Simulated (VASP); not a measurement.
# ZrTaN (P4/mmm) in VASP: notebook

The runs below take ZrTaN through single point, relaxation of cell and atoms, with PBE.

All numbers are computed with VASP 6.6.1; they aren't measurements. Logs are shortened: lines on timing, memory, paths and dates and some standing lists are left out, and cuts for length are marked.

## (1) The cell of the first run

Symmetry: P4/mmm, No. 123, tetragonal system. Conventional cell: a = 3.054 Å, b = 3.054 Å, c = 4.731 Å, α = 90.00°, β = 90.00°, γ = 90.00°. Zr (site symmetry 4/mmm) has 2 N at 2.37 Å and 4 Zr at 3.05 Å and 8 Ta at 3.20 Å within 3.3 Å. Ta (site symmetry 4/mmm) has 4 N at 2.16 Å within 2.9 Å. N (site symmetry 4/mmm) has 4 Ta at 2.16 Å and 2 Zr at 2.37 Å within 2.9 Å.

The cell was built from a structure type or drawn by symmetry, and may not be a known phase.

## (2) Single point, PBE

The input, INCAR:

```
PREC = Accurate
ENCUT = 520
EDIFF = 1E-7
ISMEAR = 0
SIGMA = 0.1
LREAL = F
LASPH = T
NELM = 80
ALGO = Normal
ISIF = 2
LWAVE = F
LCHARG = F
GGA = PE
NBANDS = 21
```

The input, KPOINTS:

```
Automatic mesh
0
Gamma
  16 16 10
```

The input, POSCAR:

```
ZrTaN
1.0
    3.0536493987      0.0000000000      0.0000000000
    0.0000000000      3.0536493987      0.0000000000
    0.0000000000      0.0000000000      4.7314673945
Zr Ta N
1 1 1
Direct
    0.5000000000      0.5000000000      0.5000000000
    0.0000000000      0.0000000000      0.0000000000
    0.5000000000      0.5000000000      0.0000000000
```

Potentials or basis: VASP PAW PBE potentials, release 64 (Zr_sv, Ta_pv, N).

On the command line:

```
$ cat potpaw_PBE.64/Zr_sv/POTCAR potpaw_PBE.64/Ta_pv/POTCAR potpaw_PBE.64/N/POTCAR > POTCAR
$ mpirun -np 1 vasp_std > vasp.out
```

OUTCAR:

```text
PREC = Accurate
   ENCUT = 520
   EDIFF = 1E-7
   ISMEAR = 0
   LREAL = F
   LASPH = T
   NELM = 80
   ISIF = 2
   GGA = PE

 ion  position               nearest neighbor table
   1  0.500  0.500  0.500-   3 2.37   3 2.37   2 3.20   2 3.20   2 3.20   2 3.20   2 3.20   2 3.20
                             2 3.20   2 3.20
   2  0.000  0.000  0.000-   3 2.16   3 2.16   3 2.16   3 2.16   1 3.20   1 3.20   1 3.20   1 3.20
                             1 3.20   1 3.20   1 3.20   1 3.20
   3  0.500  0.500  0.000-   2 2.16   2 2.16   2 2.16   2 2.16   1 2.37   1 2.37

  LATTYP: Found a simple tetragonal cell.
 ALAT       =     3.0536493987
 C/A-ratio  =     1.5494468345

  Lattice vectors:

 A1 = (   3.0536493987,   0.0000000000,   0.0000000000)
 A2 = (   0.0000000000,   3.0536493987,   0.0000000000)
 A3 = (   0.0000000000,   0.0000000000,   4.7314673945)

Analysis of symmetry for initial positions (statically):
=====================================================================
 Subroutine PRICEL returns:
 Original cell was already a primitive cell.

 Routine SETGRP: Setting up the symmetry group for a
 simple tetragonal supercell.

 Subroutine GETGRP returns: Found 16 space group operations
 (whereof 16 operations were pure point group operations)
 out of a pool of 16 trial point group operations.

The static configuration has the point symmetry D_4h.

Analysis of symmetry for dynamics (positions and initial velocities):
=====================================================================
 Subroutine PRICEL returns:
 Original cell was already a primitive cell.

 Routine SETGRP: Setting up the symmetry group for a
 simple tetragonal supercell.

 Subroutine GETGRP returns: Found 16 space group operations
 (whereof 16 operations were pure point group operations)
 out of a pool of 16 trial point group operations.

The dynamic configuration has the point symmetry D_4h.

 Subroutine INISYM returns: Found 16 space group operations
 (whereof 16 operations are pure point group operations),
 and found     1 'primitive' translations

----------------------------------------------------------------------------------------

                                     Primitive cell

  volume of cell :      44.1199

  direct lattice vectors                    reciprocal lattice vectors
     3.053649399  0.000000000  0.000000000     0.327477018  0.000000000  0.000000000
     0.000000000  3.053649399  0.000000000     0.000000000  0.327477018  0.000000000
[... 87 lines left out ...]
   EDIFF  = 0.1E-06   stopping-criterion for ELM
   LREAL  =      F    real-space projection
   EDIFFG = 0.1E-05   stopping-criterion for IOM
   NSW    =      0    number of steps for IOM
   IBRION =     -1    ionic relax: 0-MD 1-quasi-New 2-CG
   NFREE  =      0    steps in history (QN), initial steepest desc. (CG)
   ISIF   =      2    stress and relaxation
   ISYM   =      2    0-nonsym 1-usesym 2-fastsym
   POTIM  = 0.5000    time-step for ionic-motion
   TEBEG  =    0.0;   TEEND  =   0.0 temperature during run
   PSTRESS=    0.0 pullay stress
   NELECT =      28.0000    total number of electrons
   NUPDOWN=      -1.0000    fix difference up-down
   EMIN   =  10.00;   EMAX   =-10.00  energy-range for DOS
   EFERMI =   0.00;   METHOD = LEGACY
   ISMEAR =     0;   SIGMA  =   0.10  broadening in eV -4-tet -1-fermi 0-gaus
   EFERMI_NEDOS =   21; number of points for ismear=-14 and -15
   IALGO  =     38    algorithm
   IMIX   =      4    mixing-type and parameters
     AMIX     =   0.40;   BMIX     =  1.00
     AMIX_MAG =   1.60;   BMIX_MAG =  1.00
  volume/ion in A,a.u.               =      14.71        99.25
  Fermi-wavevector in a.u.,A,eV,Ry     =   1.406855  2.658571 26.929221  1.979242
  Thomas-Fermi vector in A             =   2.529173
   LORBIT       =      0    0 simple, 1 ext, 2 COOP (PROOUT), +10 PAW based schemes
   GGA     = PE    functional components
   LHFCALC =     F    Hartree Fock is set to
   AEXX    =    0.0000 exact exchange contribution
   IVDW    =     0    specifies the selected vdW correction
   LEPSILON=     F    determine dielectric tensor
   LRPA    =     F    only Hartree local field effects (RPA)
 non-spin polarized calculation
 Gauss-broadening in eV      SIGMA  =   0.10
  energy-cutoff  :      520.00
  volume of cell :       44.12
 maximum number of plane-waves:      1208
 NGX is ok and might be reduce to    24
   NGX = 11   NGY = 11   NGZ = 17

 number of electron      27.9999998 magnetization

 Free energy of the ion-electron system (eV)
  ---------------------------------------------------
  ext. energy  EPLUGINS =         0.00000000
  ---------------------------------------------------
  free energy    TOTEN  =       -31.49640286 eV

  energy without entropy =      -31.48884630  energy(sigma->0) =      -31.49262458

 E-fermi :   8.6317     XC(G=0): -12.2923

 val. band max:        8.6298727255   @ k =   0.5000   0.1250   0.4000
 cond. band min:       8.6357601023   @ k =   0.2500   0.2500   0.2000
 fundamental gap:      0.0058873769
 Fermi energy:         8.6317168012

 k-point     1 :       0.0000    0.0000    0.0000
  band No.  band energies     occupation
      1     -39.7988      2.00000
      2     -26.2670      2.00000
      3     -26.2670      2.00000
      4     -26.1429      2.00000
      5     -17.9881      2.00000
      6     -17.4339      2.00000
[... 565 lines left out ...]
     20      13.0157      0.00000
     21      16.2373      0.00000

 [... further k-points ...]

------------------------ aborting loop because EDIFF is reached ----------------------------------------

  FORCE on cell =-STRESS in cart. coord.  units (eV):
  Direction    XX          YY          ZZ          XY          YZ          ZX
  --------------------------------------------------------------------------------------
  -------------------------------------------------------------------------------------
  Total        0.0976360      0.0976360      0.0354767      0.0000000      0.0000000     -0.0000000
  in kB        3.5455735      3.5455735      1.2883065      0.0000000      0.0000000     -0.0000000
  external PRESSURE =       2.7931512 kB  Pullay stress =       0.0000000 kB

 VOLUME and BASIS-vectors are now :
 -----------------------------------------------------------------------------
  energy-cutoff  :      520.00
  volume of cell :       44.12
      direct lattice vectors                 reciprocal lattice vectors
     3.053649399  0.000000000  0.000000000     0.327477018  0.000000000  0.000000000
     0.000000000  3.053649399  0.000000000     0.000000000  0.327477018  0.000000000
     0.000000000  0.000000000  4.731467395     0.000000000  0.000000000  0.211350923

 POSITION                                       TOTAL-FORCE (eV/Angst)
 -----------------------------------------------------------------------------------
      1.52682      1.52682      2.36573         0.000000      0.000000      0.000000
      0.00000      0.00000      0.00000         0.000000      0.000000      0.000000
      1.52682      1.52682      0.00000         0.000000      0.000000      0.000000
 -----------------------------------------------------------------------------------
    total drift:                                0.000000     -0.000000      0.000000

  FREE ENERGIE OF THE ION-ELECTRON SYSTEM (eV)
  ---------------------------------------------------
  free  energy   TOTEN  =       -31.4964028570 eV

  energy  without entropy=      -31.4888463008  energy(sigma->0) =      -31.49262458
```

Run time: 2 min. Hardware: 1 thread of AMD EPYC 9R45 (Zen 5), shared host; peak memory 0.35 GiB.

Results:

| Property | Result |
| --- | --- |
| Free energy | -31.4964 eV |
| Pressure | 0.3 GPa |
| Band gap on the k mesh | zero (bands 14 and 15 overlap by 1.78 eV) |

Stress tensor (GPa, compression positive):
```
0.35 0.00 0.00
0.00 0.35 0.00
0.00 0.00 0.13
```

Caveat: spin-orbit coupling is left out, which moves the levels of the heavy elements.

## (3) Relaxation of cell and atoms, PBE

The input, INCAR:

```
  PREC = Accurate
  ENCUT = 600
  EDIFF = 1E-6
  ISMEAR = 0
  SIGMA = 0.1
  LREAL = F
  LASPH = T
  NELM = 100
  ALGO = Normal
  ISIF = 3
  LWAVE = F
  LCHARG = F
  GGA = PE
  IBRION = 2
  NSW = 100
  EDIFFG = -0.01
```

The input, KPOINTS:

```
regular mesh
0
Gamma
  16 16 10
```

The input, POSCAR:

```
ZrTaN
1.0
    3.0622987778      0.0000000000      0.0000000000
    0.0000000000      3.0622987778      0.0000000000
    0.0000000000      0.0000000000      4.6991109355
Zr Ta N
1 1 1
Direct
    0.5000000000      0.5000000000      0.5000000000
    0.0000000000      0.0000000000      0.0000000000
    0.5000000000      0.5000000000      0.0000000000
```

Potentials or basis: VASP PAW PBE potentials, release 64 (Zr_sv, Ta_pv, N).

On the command line:

```
$ cat potpaw_PBE.64/Zr_sv/POTCAR potpaw_PBE.64/Ta_pv/POTCAR potpaw_PBE.64/N/POTCAR > POTCAR
$ mpirun -np 1 vasp_std > vasp.out
```

OUTCAR:

```text
PREC = Accurate
   ENCUT = 600
   EDIFF = 1E-6
   ISMEAR = 0
   LREAL = F
   LASPH = T
   NELM = 100
   ISIF = 3
   GGA = PE
   IBRION = 2
   NSW = 100
   EDIFFG = -0.01

 ion  position               nearest neighbor table
   1  0.500  0.500  0.500-   3 2.35   3 2.35   2 3.20   2 3.20   2 3.20   2 3.20   2 3.20   2 3.20
                             2 3.20   2 3.20
   2  0.000  0.000  0.000-   3 2.17   3 2.17   3 2.17   3 2.17   1 3.20   1 3.20   1 3.20   1 3.20
                             1 3.20   1 3.20   1 3.20   1 3.20
   3  0.500  0.500  0.000-   2 2.17   2 2.17   2 2.17   2 2.17   1 2.35   1 2.35

  LATTYP: Found a simple tetragonal cell.
 ALAT       =     3.0622987778
 C/A-ratio  =     1.5345043957

  Lattice vectors:

[... 260 lines left out ...]
  ---------------------------------------------------
  free energy    TOTEN  =       -31.49859553 eV

  energy without entropy =      -31.49101273  energy(sigma->0) =      -31.49480413

 E-fermi :   8.6218     XC(G=0): -12.2879

 val. band max:        8.6190716327   @ k =   0.5000   0.1250   0.4000
 cond. band min:       8.6270085472   @ k =   0.2500   0.2500   0.2000
 fundamental gap:      0.0079369144
 Fermi energy:         8.6217844825

 k-point     1 :       0.0000    0.0000    0.0000
  band No.  band energies     occupation
      1     -39.8109      2.00000
      2     -26.2796      2.00000
      3     -26.2796      2.00000
      4     -26.1542      2.00000
      5     -17.9998      2.00000
      6     -17.4481      2.00000
[... 481 lines left out ...]
      5     -18.2305      2.00000
      6     -17.9198      2.00000
[... 10 lines left out ...]
     17      11.2152      0.00000
     18      12.1921      0.00000

 [... further k-points ...]

------------------------ aborting loop because EDIFF is reached ----------------------------------------

  FORCE on cell =-STRESS in cart. coord.  units (eV):
  Direction    XX          YY          ZZ          XY          YZ          ZX
  --------------------------------------------------------------------------------------
  -------------------------------------------------------------------------------------
  Total        0.0065556      0.0065556      0.0058538      0.0000000      0.0000000      0.0000000
  in kB        0.2378494      0.2378494      0.2123856      0.0000000      0.0000000      0.0000000
  external PRESSURE =       0.2293615 kB  Pullay stress =       0.0000000 kB
[... 18 lines left out ...]
  FREE ENERGIE OF THE ION-ELECTRON SYSTEM (eV)
  ---------------------------------------------------
  free  energy   TOTEN  =       -31.4985955321 eV

  energy  without entropy=      -31.4910127264  energy(sigma->0) =      -31.49480413

 reached required accuracy - stopping structural energy minimisation
```

OSZICAR:

```text
N       E                     dE             d eps       ncg     rms          rms(c)
DAV:   1     0.267756186332E+03    0.26776E+03   -0.17050E+04  9720   0.177E+03
DAV:   2    -0.178009253929E+02   -0.28556E+03   -0.28105E+03 11374   0.469E+02
[... 21 lines left out ...]
   2 F= -.31498577E+02 E0= -.31494800E+02  d E =-.190877E-02
       N       E                     dE             d eps       ncg     rms          rms(c)
DAV:   1    -0.314987626917E+02   -0.18557E-03   -0.81769E-03  9814   0.772E-01    0.792E-02
DAV:   2    -0.314986378904E+02    0.12480E-03   -0.25980E-04 12660   0.114E-01    0.411E-02
DAV:   3    -0.314986002395E+02    0.37651E-04   -0.10173E-04 12828   0.597E-02    0.141E-02
DAV:   4    -0.314985950690E+02    0.51706E-05   -0.23813E-05 13030   0.287E-02    0.933E-03
DAV:   5    -0.314985955321E+02   -0.46309E-06   -0.69994E-07  6250   0.688E-03
   3 F= -.31498596E+02 E0= -.31494804E+02  d E =-.192752E-02
```

It took 3.6 min on 1 thread of AMD EPYC 9R45 (Zen 5), shared host; peak memory 0.39 GiB.

Results:

```yaml
Free_energy: -31.4986 eV
Relaxed_volume: 14.72 Å³/atom
Relaxed_cell: a = 3.055 Å, b = 3.055 Å, c = 4.731 Å, α = 90.00°, β = 90.00°, γ = 90.00°
Space_group_after_relaxing_to_0.1_Å: P4/mmm (No. 123)
Energy_gained_by_relaxing: 0.6 meV/atom
Ionic_steps: 3
Pressure_after_relaxing: 0.0 GPa
Band_gap_on_the_k_mesh: zero (bands 14 and 15 overlap by 1.77 eV)
```

The path:
```csv
step,energy change (eV),largest force (eV/Å),pressure (GPa),volume (Å³)
1,0.0000,0.0000,0.18,44.07
2,-0.0019,0.0000,0.01,44.17
3,-0.0019,0.0000,0.02,44.16
```

Final structure:
```xyz
3
Lattice="3.0553 0.0000 0.0000 0.0000 3.0553 0.0000 0.0000 0.0000 4.7306" Properties=species:S:1:pos:R:3 pbc="T T T"
Zr    1.5277    1.5277    2.3653
Ta    0.0000    0.0000    0.0000
N     1.5277    1.5277    0.0000
```

Levels at points of the mesh, in eV from the Fermi level:
| k point | band 10 | band 11 | band 12 | band 13 | band 14 | band 15 | band 16 | band 17 | band 18 |
| --- | --- | --- | --- | --- | --- | --- | --- | --- | --- |
| (0.00, 0.00, 0.00) | -4.21 | -3.48 | -2.93 | -2.93 | -0.21 | 0.47 | 0.47 | 1.74 | 2.15 |
| (0.50, 0.00, 0.00) | -6.18 | -5.22 | -1.47 | -1.34 | -1.11 | 2.24 | 2.47 | 2.51 | 3.31 |
| (0.50, 0.50, 0.00) | -4.46 | -3.44 | -3.17 | -3.17 | -3.17 | 4.15 | 4.28 | 4.78 | 4.78 |
| (0.00, 0.00, 0.50) | -3.18 | -3.18 | -3.08 | -2.99 | -1.02 | -0.89 | 1.62 | 1.62 | 2.26 |
| (0.50, 0.00, 0.50) | -6.78 | -6.32 | -1.85 | -1.29 | 0.85 | 0.90 | 3.31 | 3.74 | 4.30 |
| (0.50, 0.50, 0.50) | -4.94 | -4.94 | -2.14 | -1.55 | -1.55 | 0.94 | 1.47 | 1.47 | 4.94 |

Caveat: spin-orbit coupling is left out, which moves the levels of the heavy elements.
